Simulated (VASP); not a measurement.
Set up this calculation in VASP 6.6.1, as the native input.

```
Task                   : single point
Functional             : LDA
Potentials or basis    : VASP PAW LDA potentials, release 64 (Ga_d)
Cutoff                 : 520 eV
k mesh                 : 7 × 7 × 6
Occupations            : gaussian, width 0.1 eV
Spin                   : no spin polarisation
Dipole correction      : no
Further INCAR settings : ALGO = Normal; EDIFF = 1e-06; NBANDS = 20
```

The structure of Ga lies in POSCAR:

```
Ga
1.0
    1.3830000000     -4.0265000000      0.0000000000
    1.3830000000      4.0265000000      0.0000000000
   -0.1174474948      0.0000000000      3.3299294416
Ga
2
Direct
    0.1310000000      0.8690000000      0.7500000000
    0.8690000000      0.1310000000      0.2500000000
```

One way to write it, as run:

INCAR

```
PREC = Accurate
ENCUT = 520
EDIFF = 1E-6
ISMEAR = 0
SIGMA = 0.1
LREAL = F
LASPH = T
NELM = 80
ALGO = Normal
ISIF = 2
LWAVE = F
LCHARG = T
LELF = T
LVHAR = T
NBANDS = 20
```

KPOINTS

```
Automatic mesh
0
Gamma
  7 7 6
```

Potentials or basis: VASP PAW LDA potentials, release 64 (Ga_d).

The run is started by

```console
$ cat potpaw_LDA.64/Ga_d/POTCAR > POTCAR
$ mpirun -np 1 vasp_std > vasp.out
```

Results of the run:

```yaml
Pressure: -3.5 GPa
Largest_force: 0.130 eV/Å
Band_gap_on_the_k_mesh: zero (band 13 reaches 9.17 eV, above the bottom of band 14 at 1.34 eV)
```

Run time: 19 s on 1 thread of Intel(R) Xeon(R) 6975P-C (Granite Rapids), with other jobs on the host, peak memory 0.18 GiB.
